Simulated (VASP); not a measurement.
Set up this calculation in VASP 6.6.1, as the native input.

- Task: single point
- Functional: PBEsol
- Potentials or basis: VASP PAW PBE potentials, release 64 (Sn_d, Se)
- Cutoff: 520 eV
- k mesh: 8 × 8 × 8
- Occupations: gaussian, width 0.02 eV
- Spin: no spin polarisation
- Dipole correction: no
- Further INCAR settings: ALGO = Normal; EDIFF = 1e-07; NBANDS = 17

The structure of SnSe lies in POSCAR:

```
SnSe
1.0
    0.0000000000      2.9727546591      2.9727546591
    2.9727546591      0.0000000000      2.9727546591
    2.9727546591      2.9727546591      0.0000000000
Sn Se
1 1
Direct
    0.0000000000      0.0000000000      0.0000000000
    0.5000000000      0.5000000000      0.5000000000
```

These files were run (other wordings do the same):

INCAR

```
SYSTEM = SnSe
ALGO = Normal ; EDIFF = 1E-7
ENCUT = 520 ; GGA = PS
ISIF = 2 ; ISMEAR = 0
LASPH = .True. ; LCHARG = .True.
LELF = .True. ; LREAL = .False.
LVHAR = .True. ; LWAVE = .False.
NBANDS = 17 ; NELM = 60
PREC = Accurate ; SIGMA = 0.02
```

KPOINTS

```
k-points
0
Gamma
  8 8 8
  0 0 0
```

Potentials or basis: VASP PAW PBE potentials, release 64 (Sn_d, Se).

Run with:

```sh
$ cat potpaw_PBE.64/Sn_d/POTCAR potpaw_PBE.64/Se/POTCAR > POTCAR
$ mpirun -np 1 vasp_std > vasp.out
```

It gave:

| Item | Value |
| --- | --- |
| Pressure | 0.0 GPa |
| Band gap on the k mesh | 0.75 eV, indirect (least direct gap 0.82 eV) |

Caveat: the PAW data sets were made with another functional, which shifts forces and pressure a little; spin-orbit coupling is left out, which moves the levels of the heavy elements.

It took 30 s on 1 thread of Intel Xeon 8259CL, on a shared host, peak memory 0.19 GiB.
